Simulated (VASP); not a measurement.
Write the native input for VASP 6.6.1 that does the following.

| Item | Value |
| --- | --- |
| Task | single point |
| Functional | LDA |
| Potentials or basis | VASP PAW LDA potentials, release 64 (Zn, Sn_d, N) |
| Cutoff | 520 eV |
| k mesh | 8 × 8 × 8 |
| Occupations | fermi-dirac, width 0.02 eV |
| Spin | no spin polarisation |
| Dipole correction | no |
| Further INCAR settings | ALGO = Normal; EDIFF = 1e-06; NBANDS = 26 |

The structure of ZnSnN2 lies in POSCAR:

```
ZnSnN2
1.0
    1.5689843574      0.9058535410      5.0804236123
   -1.5689843574      0.9058535410      5.0804236123
    0.0000000000     -1.8117070823      5.0804236122
Zn Sn N
1 1 2
Direct
    1.0000000000      0.0000000000      0.0000000000
    0.5000000000      0.5000000000      0.5000000000
    0.2476370766      0.2476370766      0.2476370766
    0.7523629234      0.7523629234      0.7523629234
```

The input as run:

INCAR

```
SYSTEM = ZnSnN2
ALGO = Normal
EDIFF = 1E-6
ENCUT = 520
GGA = CA
ISIF = 2
ISMEAR = -1
LASPH = .TRUE.
LCHARG = .FALSE.
LREAL = .FALSE.
LWAVE = .FALSE.
NBANDS = 26
NELM = 60
PREC = Accurate
SIGMA = 0.02
```

KPOINTS

```
k-points
0
G
  8 8 8
  0 0 0
```

Potentials or basis: VASP PAW LDA potentials, release 64 (Zn, Sn_d, N).

Run with:

```console
$ cat potpaw_LDA.64/Zn/POTCAR potpaw_LDA.64/Sn_d/POTCAR potpaw_LDA.64/N/POTCAR > POTCAR
$ mpirun -np 1 vasp_std > vasp.out
```

It gave:

The pressure is 0.8 GPa. The band gap on the k mesh is 0.73 eV, indirect (least direct gap 0.76 eV).

Caveat: spin-orbit coupling is left out, which moves the levels of the heavy elements.

It took 100 s on 1 thread of Intel(R) Xeon(R) 6975P-C (Granite Rapids), on a shared host, peak memory 0.24 GiB.
